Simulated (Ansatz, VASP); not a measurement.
# MoS: VASP beside Ansatz

The input INCAR:

```
SYSTEM = MoS
PREC = Accurate ; ENCUT = 520
EDIFF = 1E-6 ; ISMEAR = 0
SIGMA = 0.05 ; LREAL = .False.
LASPH = .True. ; NELM = 150
ALGO = Normal ; ISIF = 2
LWAVE = .False. ; LCHARG = .False.
ISPIN = 2 ; MAGMOM = 0.49 0
LORBIT = 11 ; LMAXMIX = 4
GGA = PE ; NBANDS = 21
```

The input KPOINTS:

```
regular mesh
0
Gamma
  6 6 6
  0 0 0
```

File POSCAR:

```
MoS
1.0
    0.0000000000      2.4805736425      2.4805736425
    2.4805736425      0.0000000000      2.4805736425
    2.4805736425      2.4805736425      0.0000000000
Mo S
1 1
Direct
    0.5000000000      0.5000000000      0.5000000000
    0.0000000000      0.0000000000      0.0000000000
```

Input for Ansatz:

```yaml
crystal:
  lattice:
    - [0.0, 2.4805736425, 2.4805736425]
    - [2.4805736425, 0.0, 2.4805736425]
    - [2.4805736425, 2.4805736425, 0.0]
  atoms:
    - { symbol: Mo, position: [0.5, 0.5, 0.5], spin: 0.49 }
    - { symbol: S, position: [0.0, 0.0, 0.0] }
basis:
  ecutwfc: 420
  ecutrho_ratio: 4
kpoints:
  mp_grid: { grid: [6, 6, 6] }
hamiltonian:
  xc: pbe
scf:
  occupations: { method: gaussian, width: 0.05 }
output:
  forces: true
  stress: true
  eigenvalues: true
  populations: true
magnetization:
  spin_polarized: true
```

Alike in both runs: task single point; functional PBE; k mesh 6 × 6 × 6; occupations gaussian, width 0.05 eV; collinear spin.

|  | VASP | Ansatz |
| --- | --- | --- |
| version | VASP 6.6.1 | Ansatz 0.2.0 |
| potentials or method | VASP PAW PBE potentials, release 64 (Mo_sv, S), cutoff 520 eV | scalar-relativistic, plane waves, PAW |
| valence electrons in the cell | 20 | 20 |

```tsv
	VASP	Ansatz	Ansatz less VASP
gap on the k mesh at the Fermi level (eV)	none	none	-
pressure (GPa)	0.0	0.0	-0.07
net moment per atom (μB)	0.28	0.28	0.000
size of the moment on the site where the two differ most (μB)	0.52	0.43	-0.090
```

Site moments also hang on the region over which each program counts them. A gap of «none» marks a metal or a gap that the smearing closes. The functional is the same, so the differences come from potentials, cutoffs and numerics.

The k mesh is coarse, so the values compare programs but aren't converged.
